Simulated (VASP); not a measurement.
Here is a VASP 6.6.1 calculation.

INCAR

```
PREC = Accurate
ENCUT = 520
EDIFF = 1E-7
ISMEAR = 0
SIGMA = 0.15
LREAL = F
LASPH = T
NELM = 80
ALGO = Normal
ISIF = 2
LWAVE = F
LCHARG = F
GGA = PE
IVDW = 12
NBANDS = 22
```

Contents of KPOINTS:

```
Automatic mesh
0
Gamma
  12 12 12
```

POSCAR

```
GaSb3
1.0
    0.0000000000      3.4837350460      3.6478901005
    3.8120451550      0.0000000000      3.6478901005
    3.8120451550      3.4837350460      0.0000000000
Ga Sb
1 3
Direct
    0.0000000000      0.0000000000      0.0000000000
    0.2500000000      0.2500000000      0.2500000000
    0.7500000000      0.7500000000      0.7500000000
    0.5000000000      0.5000000000      0.5000000000
```

Potentials or basis: VASP PAW PBE potentials, release 64 (Ga_d, Sb).

Command:

```sh
$ cat potpaw_PBE.64/Ga_d/POTCAR potpaw_PBE.64/Sb/POTCAR > POTCAR
$ mpirun -np 1 vasp_std > vasp.out
```

Problem. What does it give for the dispersion energy per atom?

Solution. -0.480 eV.

Problem. Estimate the band gap on the k mesh.

Solution. Zero (band 14 reaches 10.30 eV, above the bottom of band 15 at 5.84 eV).

Stress tensor (GPa, compression positive):
```
-0.45  0.00  0.00
 0.00  1.12  0.00
 0.00  0.00  0.96
```

Caveat: the cell differs from its parent crystal (strain +0.0450 x Voigt [1, -1, 0, 0, 0, 0]); spin-orbit coupling is left out, which moves the levels of the heavy elements; pairwise dispersion overbinds metals, which lowers pressure and volume.
